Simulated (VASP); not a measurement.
# Si4O7 (a cell with a defect) in VASP: notebook

The runs below take Si4O7 (a cell with a defect) through single point, with PBE.

Everything below comes from runs of VASP 6.6.1. Logs are shortened: lines on timing, memory, paths and dates and some standing lists are left out, and cuts for length are marked.

### Step 1. The cell of the first run

The cell holds a defect, 11 atoms: a = 5.018 Å, b = 5.018 Å, c = 5.018 Å, α = 106.70°, β = 106.70°, γ = 115.16°.

### Step 2. Single point, PBE

The input, INCAR:

```
ALGO = Normal ; EDIFF = 1E-6
ENCUT = 520 ; GGA = PE
ISIF = 2 ; ISMEAR = 0
LASPH = T ; LCHARG = T
LELF = T ; LREAL = F
LVHAR = T ; LWAVE = F
NBANDS = 40 ; NELM = 80
PREC = Accurate ; SIGMA = 0.05
```

The input, KPOINTS:

```
k-points
0
Gamma
  6 6 6
```

The input, POSCAR:

```
Si4O7
1.0
    0.0000000000      4.2357990674     -2.6899428419
    0.0000000000     -4.2357990674     -2.6899428419
   -4.2357990674      0.0000000000      2.6899428419
Si O
4 7
Direct
    0.2500000000      0.7500000000      0.5000000000
    0.7500000000      0.2500000000      0.5000000000
    0.0000000000      0.0000000000      1.0000000000
    0.5000000000      0.5000000000      1.0000000000
    1.0000000000      0.3069827092      0.3069827092
    0.5569827092      0.7500000000      0.8069827092
    0.0569827092      0.2500000000      0.8069827092
    0.0000000000      0.6930172908      0.6930172908
    0.4373990506      0.1447629681      0.5821620187
    0.9430172908      0.7500000000      0.1930172908
    0.4430172908      0.2500000000      0.1930172908
```

Potentials or basis: VASP PAW PBE potentials, release 64 (Si, O).

Command:

```bash
> cat potpaw_PBE.64/Si/POTCAR potpaw_PBE.64/O/POTCAR > POTCAR
> mpirun -np 1 vasp_std > vasp.out
```

OUTCAR:

```text
EDIFF = 1E-6
   ENCUT = 520
   GGA = PE
   ISIF = 2
   ISMEAR = 0
   LASPH = T
   LREAL = F
   NELM = 80
   PREC = Accurate

 ion  position               nearest neighbor table
   1  0.250  0.750  0.500-   9 1.64   8 1.77   5 1.77   6 1.84  10 1.84   2 2.69   2 2.69
   2  0.750  0.250  0.500-   9 1.64   8 1.77   5 1.77   7 1.84  11 1.84   1 2.69   1 2.69
   3  0.000  0.000  0.000-   6 1.77   7 1.77  10 1.77  11 1.77   5 1.84   8 1.84   4 2.69   4 2.69

   4  0.500  0.500  0.000-   6 1.77   7 1.77  10 1.77  11 1.77   9 2.16   3 2.69   3 2.69
   5  0.000  0.307  0.307-   1 1.77   2 1.77   3 1.84
   6  0.557  0.750  0.807-   3 1.77   4 1.77   1 1.84
   7  0.057  0.250  0.807-   3 1.77   4 1.77   2 1.84
   8  0.000  0.693  0.693-   1 1.77   2 1.77   3 1.84
   9  0.437  0.145  0.582-   1 1.64   2 1.64   4 2.16
  10  0.943  0.750  0.193-   3 1.77   4 1.77   1 1.84
  11  0.443  0.250  0.193-   3 1.77   4 1.77   2 1.84

  LATTYP: Found a body centered tetragonal cell.
 ALAT       =     5.9903244886
 C/A-ratio  =     0.8980958701

  Lattice vectors:

 A1 = (   0.0000000000,   4.2357990674,  -2.6899428419)
 A2 = (   0.0000000000,  -4.2357990674,  -2.6899428419)
 A3 = (  -4.2357990674,   0.0000000000,   2.6899428419)

Analysis of symmetry for initial positions (statically):
=====================================================================
 Subroutine PRICEL returns:
 Original cell was already a primitive cell.

 Routine SETGRP: Setting up the symmetry group for a
 body centered tetragonal supercell.

 Subroutine GETGRP returns: Found  2 space group operations
 (whereof  2 operations were pure point group operations)
 out of a pool of 16 trial point group operations.

The static configuration has the point symmetry C_1h.

Analysis of symmetry for dynamics (positions and initial velocities):
=====================================================================
 Subroutine PRICEL returns:
 Original cell was already a primitive cell.

 Routine SETGRP: Setting up the symmetry group for a
 body centered tetragonal supercell.

 Subroutine GETGRP returns: Found  2 space group operations
 (whereof  2 operations were pure point group operations)
 out of a pool of 16 trial point group operations.

The dynamic configuration has the point symmetry C_1h.

 Subroutine INISYM returns: Found  2 space group operations
 (whereof  2 operations are pure point group operations),
 and found     1 'primitive' translations

----------------------------------------------------------------------------------------

                                     Primitive cell

  volume of cell :      96.5259

  direct lattice vectors                    reciprocal lattice vectors
     0.000000000  4.235799067 -2.689942842    -0.118041482  0.118041482 -0.185877556
     0.000000000 -4.235799067 -2.689942842    -0.118041482 -0.118041482 -0.185877556
    -4.235799067  0.000000000  2.689942842    -0.236082964  0.000000000  0.000000000

  length of vectors
     5.017747127  5.017747127  5.017747127     0.249836044  0.249836044  0.236082964

  position of ions in fractional coordinates (direct lattice)
     0.250000000  0.750000000  0.500000000
     0.750000000  0.250000000  0.500000000
     0.000000000  0.000000000  0.000000000
     0.500000000  0.500000000  0.000000000
     0.000000000  0.306982709  0.306982709
     0.556982709  0.750000000  0.806982709
     0.056982709  0.250000000  0.806982709
     0.000000000  0.693017291  0.693017291
     0.437399051  0.144762968  0.582162019
     0.943017291  0.750000000  0.193017291
     0.443017291  0.250000000  0.193017291

  ion indices of the primitive-cell ions
   primitive index   ion index
                 1           1
                 2           2
                 3           3
                 4           4
                 5           5
                 6           6
                 7           7
                 8           8
                 9           9
                10          10
                11          11

----------------------------------------------------------------------------------------

 KPOINTS: k-points

Automatic generation of k-mesh.
 Grid dimensions read from file:
 generate k-points for:    6    6    6

 Generating k-lattice:

  Cartesian coordinates                     Fractional coordinates (reciprocal lattice)
    -0.019673580  0.019673580 -0.030979593     0.166666667  0.000000000  0.000000000
    -0.019673580 -0.019673580 -0.030979593     0.000000000  0.166666667  0.000000000
    -0.039347161  0.000000000  0.000000000     0.000000000  0.000000000  0.166666667

  Length of vectors
     0.041639341  0.041639341  0.039347161

  Shift w.r.t. Gamma in fractional coordinates (k-lattice)
     0.000000000  0.000000000  0.000000000

 Subroutine IBZKPT returns following result:
 ===========================================

 Found     68 irreducible k-points:

 Following reciprocal coordinates:
            Coordinates               Weight
  0.000000  0.000000  0.000000      1.000000
  0.166667  0.000000 -0.000000      4.000000
  0.166667  0.000000 -0.166667      4.000000
  0.333333  0.000000  0.000000      4.000000
  0.333333  0.000000 -0.333333      4.000000
  0.500000 -0.000000  0.000000      2.000000
[... 16 lines left out ...]
  0.000000  0.000000  0.166667      2.000000
  0.333333  0.333333  0.000000      4.000000
 [... further k-points ...]
   k-points           NKPTS =     68   k-points in BZ     NKDIM =     68   number of bands    NBANDS=     40
   number of dos      NEDOS =    301   number of ions     NIONS =     11
   total plane-waves  NPLWV =  64000
   dimension x,y,z NGX =    40 NGY =   40 NGZ =   40
   dimension x,y,z NGXF=    80 NGYF=   80 NGZF=   80
   ions per type =               4   7
   NGX,Y,Z   is equivalent  to a cutoff of  13.25, 13.25, 13.25 a.u.
   NGXF,Y,Z  is equivalent  to a cutoff of  26.51, 26.51, 26.51 a.u.
 SYSTEM =  unknown system
   PREC   = accura    normal or accurate (medium, high low for compatibility)
   ISTART =      0    job   : 0-new  1-cont  2-samecut
   ICHARG =      2    charge: 1-file 2-atom 10-const
   ISPIN  =      1    spin polarized calculation?
   LNONCOLLINEAR =      F non collinear calculations
   LSORBIT =      F    spin-orbit coupling
   LASPH  =      T    aspherical Exc in radial PAW
   ENCUT  =  520.0 eV  38.22 Ry    6.18 a.u.   9.33  9.33  9.33*2*pi/ulx,y,z
   NELM   =     80;   NELMIN=  2; NELMDL= -5     # of ELM steps
   EDIFF  = 0.1E-05   stopping-criterion for ELM
   LREAL  =      F    real-space projection
   EDIFFG = 0.1E-04   stopping-criterion for IOM
   NSW    =      0    number of steps for IOM
   IBRION =     -1    ionic relax: 0-MD 1-quasi-New 2-CG
   NFREE  =      0    steps in history (QN), initial steepest desc. (CG)
   ISIF   =      2    stress and relaxation
   ISYM   =      2    0-nonsym 1-usesym 2-fastsym
   POTIM  = 0.5000    time-step for ionic-motion
   TEBEG  =    0.0;   TEEND  =   0.0 temperature during run
   PSTRESS=    0.0 pullay stress
   NELECT =      58.0000    total number of electrons
   NUPDOWN=      -1.0000    fix difference up-down
   EMIN   =  10.00;   EMAX   =-10.00  energy-range for DOS
   EFERMI =   0.00;   METHOD = LEGACY
   ISMEAR =     0;   SIGMA  =   0.05  broadening in eV -4-tet -1-fermi 0-gaus
   EFERMI_NEDOS =   21; number of points for ismear=-14 and -15
   IALGO  =     38    algorithm
   IMIX   =      4    mixing-type and parameters
     AMIX     =   0.40;   BMIX     =  1.00
     AMIX_MAG =   1.60;   BMIX_MAG =  1.00
  volume/ion in A,a.u.               =       8.78        59.22
  Fermi-wavevector in a.u.,A,eV,Ry     =   1.381453  2.610568 25.965543  1.908414
  Thomas-Fermi vector in A             =   2.506236
   LORBIT       =      0    0 simple, 1 ext, 2 COOP (PROOUT), +10 PAW based schemes
   GGA     = PE    functional components
   LHFCALC =     F    Hartree Fock is set to
   AEXX    =    0.0000 exact exchange contribution
   IVDW    =     0    specifies the selected vdW correction
   LEPSILON=     F    determine dielectric tensor
   LRPA    =     F    only Hartree local field effects (RPA)
 non-spin polarized calculation
 Gauss-broadening in eV      SIGMA  =   0.05
  energy-cutoff  :      520.00
  volume of cell :       96.53
 maximum number of plane-waves:      2644
 NGX is ok and might be reduce to    40
   NGX = 19   NGY = 19   NGZ = 19

 number of electron      58.0000015 magnetization

 Free energy of the ion-electron system (eV)
  ---------------------------------------------------
  ext. energy  EPLUGINS =         0.00000000
  ---------------------------------------------------
  free energy    TOTEN  =       -79.56684728 eV

  energy without entropy =      -79.56684728  energy(sigma->0) =      -79.56684728

 E-fermi :   9.9628     XC(G=0): -11.7182

 val. band max:        9.7336111415   @ k =   0.5000   0.5000   0.5000
 cond. band min:      11.2548053870   @ k =   0.5000  -0.0000   0.5000
 fundamental gap:      1.5211942454
 Fermi energy:         9.9628142627

 k-point     1 :       0.0000    0.0000    0.0000
  band No.  band energies     occupation
      1     -14.9682      2.00000
      2     -12.5252      2.00000
      3     -12.3577      2.00000
      4     -11.8426      2.00000
      5     -11.5926      2.00000
      6     -11.3726      2.00000
[... 32 lines left out ...]
     39      18.2616      0.00000
     40      18.5563      0.00000

 k-point     2 :       0.1667    0.0000   -0.0000
  band No.  band energies     occupation
      1     -14.8199      2.00000
      2     -12.6676      2.00000
      3     -12.4335      2.00000
      4     -12.0951      2.00000
      5     -11.4762      2.00000
      6     -11.2920      2.00000
[... 32 lines left out ...]
     39      18.3415      0.00000
     40      18.7071      0.00000

 k-point     3 :       0.1667    0.0000   -0.1667
  band No.  band energies     occupation
      1     -14.8299      2.00000
      2     -12.6637      2.00000
      3     -12.4084      2.00000
      4     -12.0040      2.00000
      5     -11.6241      2.00000
      6     -11.2771      2.00000
[... 32 lines left out ...]
     39      18.4080      0.00000
     40      18.6041      0.00000

 k-point     4 :       0.3333    0.0000    0.0000
  band No.  band energies     occupation
      1     -14.4013      2.00000
      2     -13.0047      2.00000
      3     -12.7156      2.00000
      4     -12.3975      2.00000
      5     -11.4727      2.00000
      6     -11.2181      2.00000
[... 32 lines left out ...]
     39      18.5845      0.00000
     40      18.9940      0.00000
[... 772 lines left out ...]
     39      17.9255      0.00000
     40      18.7482      0.00000

 k-point    23 :       0.0000    0.0000    0.1667
  band No.  band energies     occupation
      1     -14.8412      2.00000
      2     -12.6280      2.00000
      3     -12.3729      2.00000
      4     -12.2205      2.00000
      5     -11.5094      2.00000
      6     -11.2159      2.00000
[... 32 lines left out ...]
     39      18.4081      0.00000
     40      18.9084      0.00000

 k-point    24 :       0.3333    0.3333    0.0000
  band No.  band energies     occupation
      1     -13.8510      2.00000
      2     -13.4615      2.00000
      3     -13.0752      2.00000
      4     -12.4282      2.00000
      5     -11.3071      2.00000
      6     -11.2090      2.00000
[... 32 lines left out ...]
     39      17.9558      0.00000
     40      18.5611      0.00000

 [... further k-points ...]

------------------------ aborting loop because EDIFF is reached ----------------------------------------

  FORCE on cell =-STRESS in cart. coord.  units (eV):
  Direction    XX          YY          ZZ          XY          YZ          ZX
  --------------------------------------------------------------------------------------
  -------------------------------------------------------------------------------------
  Total        3.0946800      1.4944543      4.9783634     -1.3443620      0.0000000      0.0000000
  in kB       51.3668088     24.8055845     82.6329822    -22.3142894      0.0000000      0.0000000
  external PRESSURE =      52.9351252 kB  Pullay stress =       0.0000000 kB

 VOLUME and BASIS-vectors are now :
 -----------------------------------------------------------------------------
  energy-cutoff  :      520.00
  volume of cell :       96.53
      direct lattice vectors                 reciprocal lattice vectors
     0.000000000  4.235799067 -2.689942842    -0.118041482  0.118041482 -0.185877556
     0.000000000 -4.235799067 -2.689942842    -0.118041482 -0.118041482 -0.185877556
    -4.235799067  0.000000000  2.689942842    -0.236082964  0.000000000  0.000000000

 POSITION                                       TOTAL-FORCE (eV/Angst)
 -----------------------------------------------------------------------------------
     -2.11790     -2.11790     -1.34497         1.863496      1.861531      0.595534
     -2.11790      2.11790     -1.34497         1.863496      1.861531     -0.595534
      0.00000      0.00000      0.00000        -0.322474     -0.015609     -0.000000
      0.00000      0.00000     -2.68994        -1.506585     -1.600517     -0.000000
     -1.30032     -1.30032      0.00000         0.253753      0.106696     -0.000000
     -3.41822     -0.81758     -1.34497         0.435255     -0.415961     -0.536562
     -3.41822     -0.81758      1.34497         0.435255     -0.415961      0.536562
     -2.93548     -2.93548      0.00000        -0.132895     -0.089199     -0.000000
     -2.46592      1.23955      0.00000        -6.956038     -1.450776      0.000000
     -0.81758      0.81758     -4.03491         2.033368      0.079132      1.453807
     -0.81758      0.81758     -1.34497         2.033368      0.079132     -1.453807
 -----------------------------------------------------------------------------------
    total drift:                                0.000168      0.000039     -0.000000

  FREE ENERGIE OF THE ION-ELECTRON SYSTEM (eV)
  ---------------------------------------------------
  free  energy   TOTEN  =       -79.5668472846 eV

  energy  without entropy=      -79.5668472846  energy(sigma->0) =      -79.56684728
```

Run time: 2 min. Hardware: 1 thread of Intel Xeon 6975P-C (Granite Rapids), shared host; peak memory 0.34 GiB.

What came out:

| Item | Value |
| --- | --- |
| Free energy | -79.5668 eV |
| Pressure | 5.3 GPa |
| Largest force | 7.106 eV/Å |
| Band gap on the k mesh | 1.52 eV |

Forces on the atoms (eV/Å):
```
Si   1.863  1.862  0.596
Si   1.863  1.862 -0.596
Si  -0.322 -0.016  0.000
Si  -1.507 -1.601  0.000
O    0.254  0.107  0.000
O    0.435 -0.416 -0.537
O    0.435 -0.416  0.537
O   -0.133 -0.089  0.000
O   -6.956 -1.451  0.000
O    2.033  0.079  1.454
O    2.033  0.079 -1.454
```

Levels at points of the mesh, in eV from the valence-band top:
| k point | band 27 | band 28 | band 29 | band 30 | band 31 | band 32 |
| --- | --- | --- | --- | --- | --- | --- |
| (0.00, 0.00, 0.00) | -3.68 | -3.12 | -2.33 | 2.77 | 3.54 | 3.61 |
| (0.50, 0.00, 0.00) | -4.19 | -3.66 | -0.27 | 2.49 | 3.82 | 3.89 |
| (0.50, 0.00, 0.50) | -3.85 | -3.67 | -0.40 | 1.52 | 3.48 | 4.73 |
| (0.50, 0.50, 0.00) | -4.13 | -3.86 | -0.89 | 2.21 | 4.22 | 4.75 |
| (0.00, 0.00, 0.50) | -4.33 | -4.09 | -0.68 | 2.16 | 4.09 | 4.47 |
| (0.50, 0.50, 0.50) | -5.11 | -4.63 | 0.00 | 2.32 | 3.41 | 3.90 |

Caveat: the cell differs from its parent crystal (atoms taken out, atom 9 moved 0.125 of the way to it and -0.375 Å across, host rigid).

### Step 3. Single point, PBE

The input, INCAR:

```
  PREC = Accurate
  ENCUT = 520
  EDIFF = 1E-6
  ISMEAR = 0
  SIGMA = 0.05
  LREAL = F
  LASPH = T
  NELM = 80
  ALGO = Normal
  ISIF = 2
  LWAVE = F
  LCHARG = T
  GGA = PE
  LELF = T
  LVHAR = T
  NBANDS = 40
```

The input, KPOINTS:

```
Automatic mesh
0
Gamma
  6 6 6
```

POSCAR, as its differences from that of step 2:

```diff
@@ -16,3 +16,3 @@
     0.0000000000      0.6930172908      0.6930172908
-    0.4373990506      0.1447629681      0.5821620187
+    0.4165320675      0.1930172908      0.6095493583
     0.9430172908      0.7500000000      0.1930172908
```

Potentials or basis: VASP PAW PBE potentials, release 64 (Si, O).

Command:

```bash
> cat potpaw_PBE.64/Si/POTCAR potpaw_PBE.64/O/POTCAR > POTCAR
> mpirun -np 1 vasp_std > vasp.out
```

Run time: 2.4 min. Hardware: 1 thread of Intel Xeon 6975P-C (Granite Rapids), shared host; peak memory 0.34 GiB.

Results (log left out):

* Free energy: -79.9656 eV
* Pressure: 0.1 GPa
* Largest force: 5.728 eV/Å
* Band gap on the k mesh: 1.79 eV

Forces in eV/Å, atoms in the order of the input:
```
Si   0.638 -0.191 -1.527
Si   0.638 -0.191  1.527
Si  -0.236 -0.076  0.000
Si   0.656  0.066  0.000
O    0.387 -0.100  0.000
O   -0.247 -1.254 -0.967
O   -0.247 -1.254  0.967
O   -0.151 -0.065  0.000
O   -4.724  3.240  0.000
O    1.643 -0.087  1.302
O    1.643 -0.087 -1.302
```

Stress tensor (GPa, compression positive):
```
 3.45 -1.87  0.00
-1.87 -1.91  0.00
 0.00  0.00 -1.34
```

Levels at points of the mesh, in eV from the valence-band top:
| k point | band 26 | band 27 | band 28 | band 29 | band 30 | band 31 | band 32 | band 33 |
| --- | --- | --- | --- | --- | --- | --- | --- | --- |
| (0.00, 0.00, 0.00) | -3.25 | -2.67 | -2.39 | -1.99 | 3.67 | 3.80 | 4.01 | 5.09 |
| (0.50, 0.00, 0.00) | -3.50 | -2.91 | -2.77 | -0.15 | 2.99 | 3.55 | 5.62 | 6.21 |
| (0.50, 0.00, 0.50) | -3.08 | -2.99 | -2.74 | -0.39 | 1.79 | 3.97 | 6.09 | 6.75 |
| (0.50, 0.50, 0.00) | -3.41 | -3.25 | -2.45 | -0.72 | 2.73 | 4.56 | 5.50 | 6.01 |
| (0.00, 0.00, 0.50) | -3.40 | -3.23 | -3.21 | -0.53 | 2.39 | 4.43 | 5.87 | 6.06 |
| (0.50, 0.50, 0.50) | -4.07 | -3.96 | -3.73 | -0.03 | 2.56 | 3.74 | 5.70 | 5.77 |

Caveat: the cell differs from its parent crystal (atoms taken out, atom 9 moved 0.000 of the way to it and -0.500 Å across, host rigid).
